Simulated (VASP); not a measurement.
# BeS (I-4m2) in VASP: single point with HSE06

Aim: the single point of BeS with HSE06.

All numbers are computed with VASP 6.6.1; they aren't measurements. Logs are shortened: lines on timing, memory, paths and dates and some standing lists are left out, and cuts for length are marked.

## Step 1: The cell of the first run

The structure is tetragonal, space group I-4m2 (No. 119). The conventional cell has a = 3.546 Å, b = 3.546 Å, c = 4.752 Å, α = 90.00°, β = 90.00°, γ = 90.00°. Be (site symmetry -4m2) has 4 S at 2.13 Å within 2.8 Å. S (site symmetry -4m2) has 4 Be at 2.13 Å within 2.8 Å.

## Step 2: Single point, HSE06 (epitaxial xy strain +3.0%)

The input, POSCAR:

```
BeS
1.0
    0.0000000000      2.5073354173      2.3758852603
    2.5073354173      0.0000000000      2.3758852603
    2.5073354173      2.5073354173      0.0000000000
Be S
1 1
Direct
    0.0000000000      0.0000000000      0.0000000000
    0.2500000000      0.2500000000      0.2500000000
```

The input, INCAR.step1:

```
PREC = Accurate
ENCUT = 520
EDIFF = 1E-5
ISMEAR = 0
SIGMA = 0.01
LREAL = False
LASPH = True
NELM = 100
ALGO = Normal
ISIF = 2
LWAVE = True
LCHARG = False
GGA = PE
NBANDS = 11
```

The input, INCAR.step2:

```
PREC = Accurate
ENCUT = 520
EDIFF = 1E-6
ISMEAR = 0
SIGMA = 0.01
LREAL = False
LASPH = True
NELM = 100
ALGO = Normal
ISIF = 2
LWAVE = False
LCHARG = False
GGA = PE
LHFCALC = True
HFSCREEN = 0.2079
PRECFOCK = Normal
ISTART = 1
NBANDS = 11
```

The input, KPOINTS:

```
Automatic mesh
0
Gamma
  6 6 6
```

Potentials or basis: VASP PAW PBE potentials, release 64 (Be, S).

Launch:

```sh
$ cat potpaw_PBE.64/Be/POTCAR potpaw_PBE.64/S/POTCAR > POTCAR
$ cp INCAR.step1 INCAR
$ mpirun -np 1 vasp_std > vasp.out
$ cp INCAR.step2 INCAR
$ mpirun -np 1 vasp_std > vasp.out
```

OUTCAR:

```text
PREC = Accurate
   ENCUT = 520
   EDIFF = 1E-6
   ISMEAR = 0
   LREAL = False
   LASPH = True
   NELM = 100
   ISIF = 2
   GGA = PE
   LHFCALC = True
   HFSCREEN = 0.2079
   PRECFOCK = Normal
   ISTART = 1

 ion  position               nearest neighbor table
   1  0.000  0.000  0.000-   2 2.13   2 2.13   2 2.13   2 2.13
   2  0.250  0.250  0.250-   1 2.13   1 2.13   1 2.13   1 2.13

  LATTYP: Found a body centered tetragonal cell.
 ALAT       =     3.5459077526
 C/A-ratio  =     1.3400716691

  Lattice vectors:

 A1 = (   0.0000000000,  -2.5073354173,  -2.3758852603)
 A2 = (   0.0000000000,   2.5073354173,  -2.3758852603)
 A3 = (   2.5073354173,   0.0000000000,   2.3758852603)

Analysis of symmetry for initial positions (statically):
=====================================================================
 Subroutine PRICEL returns:
 Original cell was already a primitive cell.

 Routine SETGRP: Setting up the symmetry group for a
 body centered tetragonal supercell.

 Subroutine GETGRP returns: Found  8 space group operations
 (whereof  8 operations were pure point group operations)
 out of a pool of 16 trial point group operations.

The static configuration has the point symmetry D_2d.

Analysis of symmetry for dynamics (positions and initial velocities):
=====================================================================
 Subroutine PRICEL returns:
 Original cell was already a primitive cell.

 Routine SETGRP: Setting up the symmetry group for a
 body centered tetragonal supercell.

 Subroutine GETGRP returns: Found  8 space group operations
 (whereof  8 operations were pure point group operations)
 out of a pool of 16 trial point group operations.

The dynamic configuration has the point symmetry D_2d.

 Subroutine INISYM returns: Found  8 space group operations
 (whereof  8 operations are pure point group operations),
 and found     1 'primitive' translations

----------------------------------------------------------------------------------------

                                     Primitive cell

  volume of cell :      29.8731

  direct lattice vectors                    reciprocal lattice vectors
     0.000000000  2.507335417  2.375885260    -0.199414883  0.199414883  0.210447873
     2.507335417  0.000000000  2.375885260     0.199414883 -0.199414883  0.210447873
     2.507335417  2.507335417  0.000000000     0.199414883  0.199414883 -0.210447873

  length of vectors
     3.454209268  3.454209268  3.545907753     0.351881939  0.351881939  0.351881939

  position of ions in fractional coordinates (direct lattice)
     0.000000000  0.000000000  0.000000000
     0.250000000  0.250000000  0.250000000

  ion indices of the primitive-cell ions
   primitive index   ion index
                 1           1
                 2           2

----------------------------------------------------------------------------------------

 KPOINTS: Automatic mesh

Automatic generation of k-mesh.
 Grid dimensions read from file:
 generate k-points for:    6    6    6

 Generating k-lattice:

  Cartesian coordinates                     Fractional coordinates (reciprocal lattice)
    -0.033235814  0.033235814  0.035074646     0.166666667  0.000000000  0.000000000
     0.033235814 -0.033235814  0.035074646     0.000000000  0.166666667  0.000000000
     0.033235814  0.033235814 -0.035074646     0.000000000  0.000000000  0.166666667

  Length of vectors
     0.058646990  0.058646990  0.058646990

  Shift w.r.t. Gamma in fractional coordinates (k-lattice)
     0.000000000  0.000000000  0.000000000

 Subroutine IBZKPT returns following result:
 ===========================================

 Found     30 irreducible k-points:

 Following reciprocal coordinates:
            Coordinates               Weight
  0.000000  0.000000  0.000000      1.000000
  0.166667 -0.000000  0.000000      8.000000
  0.333333  0.000000  0.000000      8.000000
  0.500000  0.000000  0.000000      4.000000
  0.166667  0.166667  0.000000      2.000000
  0.333333  0.166667  0.000000      8.000000
[... 16 lines left out ...]
  0.333333  0.000000  0.333333      4.000000
  0.500000 -0.000000  0.333333     16.000000
 [... further k-points ...]
   k-points           NKPTS =     30   k-points in BZ     NKDIM =    216   number of bands    NBANDS=     11
   number of dos      NEDOS =    301   number of ions     NIONS =      2
   total plane-waves  NPLWV =  21952
   dimension x,y,z NGX =    28 NGY =   28 NGZ =   28
   dimension x,y,z NGXF=    56 NGYF=   56 NGZF=   56
   ions per type =               1   1
   NGX,Y,Z   is equivalent  to a cutoff of  13.48, 13.48, 13.13 a.u.
   NGXF,Y,Z  is equivalent  to a cutoff of  26.95, 26.95, 26.25 a.u.
 SYSTEM =  unknown system
   PREC   = accura    normal or accurate (medium, high low for compatibility)
   ISTART =      1    job   : 0-new  1-cont  2-samecut
   ICHARG =      0    charge: 1-file 2-atom 10-const
   ISPIN  =      1    spin polarized calculation?
   LNONCOLLINEAR =      F non collinear calculations
   LSORBIT =      F    spin-orbit coupling
   LASPH  =      T    aspherical Exc in radial PAW
   ENCUT  =  520.0 eV  38.22 Ry    6.18 a.u.   6.42  6.42  6.59*2*pi/ulx,y,z
   NELM   =    100;   NELMIN=  2; NELMDL=  0     # of ELM steps
   EDIFF  = 0.1E-05   stopping-criterion for ELM
   LREAL  =      F    real-space projection
   EDIFFG = 0.1E-04   stopping-criterion for IOM
   NSW    =      0    number of steps for IOM
   IBRION =     -1    ionic relax: 0-MD 1-quasi-New 2-CG
   NFREE  =      0    steps in history (QN), initial steepest desc. (CG)
   ISIF   =      2    stress and relaxation
   ISYM   =      3    0-nonsym 1-usesym 2-fastsym
   POTIM  = 0.5000    time-step for ionic-motion
   TEBEG  =    0.0;   TEEND  =   0.0 temperature during run
   PSTRESS=    0.0 pullay stress
   NELECT =       8.0000    total number of electrons
   NUPDOWN=      -1.0000    fix difference up-down
   EMIN   =  10.00;   EMAX   =-10.00  energy-range for DOS
   EFERMI =   0.00;   METHOD = LEGACY
   ISMEAR =     0;   SIGMA  =   0.01  broadening in eV -4-tet -1-fermi 0-gaus
   EFERMI_NEDOS =   21; number of points for ismear=-14 and -15
   IALGO  =     38    algorithm
   IMIX   =      1    mixing-type and parameters
     AMIX     =   0.40;   BMIX     =  1.00
     AMIX_MAG =   1.60;   BMIX_MAG =  1.00
  volume/ion in A,a.u.               =      14.94       100.80
  Fermi-wavevector in a.u.,A,eV,Ry     =   1.055224  1.994084 15.150060  1.113498
  Thomas-Fermi vector in A             =   2.190414
   LORBIT       =      0    0 simple, 1 ext, 2 COOP (PROOUT), +10 PAW based schemes
   GGA     = PE    functional components
   LHFCALC =     T    Hartree Fock is set to
   PRECFOCK=normal    Normal, Fast or Accurate (Low or Medium for compatibility)
   ENCUT4O =  -1.0   cutoff for four orbital integrals eV
   NKREDX  =     1    reduce k-point grid by
   NKREDY  =     1    reduce k-point grid by
   NKREDZ  =     1    reduce k-point grid by
   AEXX    =    0.2500 exact exchange contribution
   HFSCREEN=    0.2079 screening length (either q_TF or 0.3 A-1)
   HFSCREENC=   0.2079 screening length for correlation (either q_TF or 0.3 A-1)
   ENCUTFOCK=  -1.0 apply spherical cutoff to Coloumb kernel
   IVDW    =     0    specifies the selected vdW correction
   LEPSILON=     F    determine dielectric tensor
   LRPA    =     F    only Hartree local field effects (RPA)
 non-spin polarized calculation
 Gauss-broadening in eV      SIGMA  =   0.01
  energy-cutoff  :      520.00
  volume of cell :       29.87
 maximum number of plane-waves:       829
 NGX is ok and might be reduce to    28
  NGX = 20; NGY = 20; NGZ = 20

 number of electron       8.0000000 magnetization

 Free energy of the ion-electron system (eV)
  ---------------------------------------------------
  ext. energy  EPLUGINS =         0.00000000
  ---------------------------------------------------
  free energy    TOTEN  =       -11.35382598 eV

  energy without entropy =      -11.35382598  energy(sigma->0) =      -11.35382598

 E-fermi :   3.3307     XC(G=0):  -7.9410

 val. band max:        3.2274117278   @ k =   0.0000   0.0000   0.0000
 cond. band min:       6.9556777066   @ k =   0.5000   0.5000   0.0000
 fundamental gap:      3.7282659787
 Fermi energy:         3.3306775184

 k-point     1 :       0.0000    0.0000    0.0000
  band No.  band energies     occupation
      1     -11.7022      2.00000
      2       2.9699      2.00000
      3       2.9699      2.00000
      4       3.2274      2.00000
      5       9.6986      0.00000
      6       9.9082      0.00000
      7       9.9774      0.00000
      8       9.9774      0.00000
      9      16.6258      0.00000
     10      17.7160      0.00000
     11      18.9662      0.00000

 k-point     2 :       0.1667   -0.0000    0.0000
  band No.  band energies     occupation
      1     -11.3801      2.00000
      2       1.1126      2.00000
      3       2.5997      2.00000
      4       2.8683      2.00000
      5       9.6321      0.00000
      6      10.5062      0.00000
      7      10.5390      0.00000
      8      11.8912      0.00000
      9      15.8866      0.00000
     10      16.5524      0.00000
     11      18.8065      0.00000

 k-point     3 :       0.3333    0.0000    0.0000
  band No.  band energies     occupation
      1     -10.5833      2.00000
      2      -1.6941      2.00000
      3       2.0097      2.00000
      4       2.4224      2.00000
      5       9.4494      0.00000
      6      10.7506      0.00000
      7      11.2016      0.00000
      8      14.5527      0.00000
      9      16.9089      0.00000
     10      17.0657      0.00000
     11      18.5038      0.00000

 k-point     4 :       0.5000    0.0000    0.0000
  band No.  band energies     occupation
      1     -10.0534      2.00000
      2      -2.9791      2.00000
      3       1.7638      2.00000
      4       2.2380      2.00000
      5       9.3493      0.00000
      6      10.5870      0.00000
      7      11.2296      0.00000
      8      15.4048      0.00000
      9      18.8327      0.00000
     10      19.5802      0.00000
     11      19.7023      0.00000

 k-point     5 :       0.1667    0.1667    0.0000
  band No.  band energies     occupation
      1     -11.2400      2.00000
      2       1.5842      2.00000
      3       1.9797      2.00000
      4       1.9797      2.00000
      5       9.0779      0.00000
      6      11.2751      0.00000
      7      11.5400      0.00000
      8      11.5400      0.00000
      9      15.2674      0.00000
     10      17.2966      0.00000
     11      20.3635      0.00000
[... 211 lines left out ...]
 k-point    21 :      -0.1667    0.3333    0.1667
  band No.  band energies     occupation
      1     -10.0344      2.00000
      2      -1.4772      2.00000
      3       0.1506      2.00000
      4       1.0203      2.00000
      5       9.9759      0.00000
      6      11.0818      0.00000
      7      11.8129      0.00000
      8      14.9459      0.00000
      9      16.6602      0.00000
     10      18.5411      0.00000
     11      20.7285      0.00000

 k-point    22 :      -0.3333    0.5000    0.1667
  band No.  band energies     occupation
      1      -9.3658      2.00000
      2      -1.5706      2.00000
      3      -0.6607      2.00000
      4      -0.2651      2.00000
      5       8.8631      0.00000
      6      10.4215      0.00000
      7      14.2634      0.00000
      8      14.8363      0.00000
      9      18.9773      0.00000
     10      19.0975      0.00000
     11      21.5398      0.00000

 k-point    23 :       0.3333    0.0000    0.3333
  band No.  band energies     occupation
      1     -10.2661      2.00000
      2      -1.1238      2.00000
      3       0.9313      2.00000
      4       1.0393      2.00000
      5       8.0605      0.00000
      6       9.8953      0.00000
      7      14.1634      0.00000
      8      15.1498      0.00000
      9      16.7840      0.00000
     10      19.5467      0.00000
     11      21.7637      0.00000

 k-point    24 :       0.5000   -0.0000    0.3333
  band No.  band energies     occupation
      1      -9.7233      2.00000
      2      -1.9495      2.00000
      3      -0.1687      2.00000
      4       0.8329      2.00000
      5       8.3393      0.00000
      6      10.5926      0.00000
      7      14.5693      0.00000
      8      15.5622      0.00000
      9      18.1931      0.00000
     10      19.6874      0.00000
     11      20.7698      0.00000

 [... further k-points ...]

------------------------ aborting loop because EDIFF is reached ----------------------------------------

  FORCE on cell =-STRESS in cart. coord.  units (eV):
  Direction    XX          YY          ZZ          XY          YZ          ZX
  --------------------------------------------------------------------------------------
  -------------------------------------------------------------------------------------
  Total       -1.0865332     -1.0865332     -0.1685160      0.0000000     -0.0000000      0.0000000
  in kB      -58.2737870    -58.2737870     -9.0379782      0.0000000     -0.0000000      0.0000000
  external PRESSURE =     -41.8618507 kB  Pullay stress =       0.0000000 kB

 VOLUME and BASIS-vectors are now :
 -----------------------------------------------------------------------------
  energy-cutoff  :      520.00
  volume of cell :       29.87
      direct lattice vectors                 reciprocal lattice vectors
     0.000000000  2.507335417  2.375885260    -0.199414883  0.199414883  0.210447873
     2.507335417  0.000000000  2.375885260     0.199414883 -0.199414883  0.210447873
     2.507335417  2.507335417  0.000000000     0.199414883  0.199414883 -0.210447873

 POSITION                                       TOTAL-FORCE (eV/Angst)
 -----------------------------------------------------------------------------------
      0.00000      0.00000      0.00000         0.000000      0.000000     -0.000000
      1.25367      1.25367      1.18794        -0.000000     -0.000000      0.000000
 -----------------------------------------------------------------------------------
    total drift:                               -0.000000     -0.000000     -0.000000

  FREE ENERGIE OF THE ION-ELECTRON SYSTEM (eV)
  ---------------------------------------------------
  free  energy   TOTEN  =       -11.3538259779 eV

  energy  without entropy=      -11.3538259779  energy(sigma->0) =      -11.35382598
```

Run time: 15 min. Hardware: 1 thread of Intel Xeon Platinum 8259CL at 2.50GHz (Skylake/Cascade Lake), shared host; peak memory 0.26 GiB.

Results:

| Quantity | Value |
| --- | --- |
| Free energy | -11.3538 eV |
| Pressure | -4.2 GPa |
| Band gap on the k mesh | 3.73 eV (least direct gap 6.47 eV) |

Caveat: the cell differs from its parent crystal (epitaxial xy strain +3.0%); the cell stands under tension; the PAW data sets were made with another functional, which shifts forces and pressure a little. A k mesh can miss the band edges.
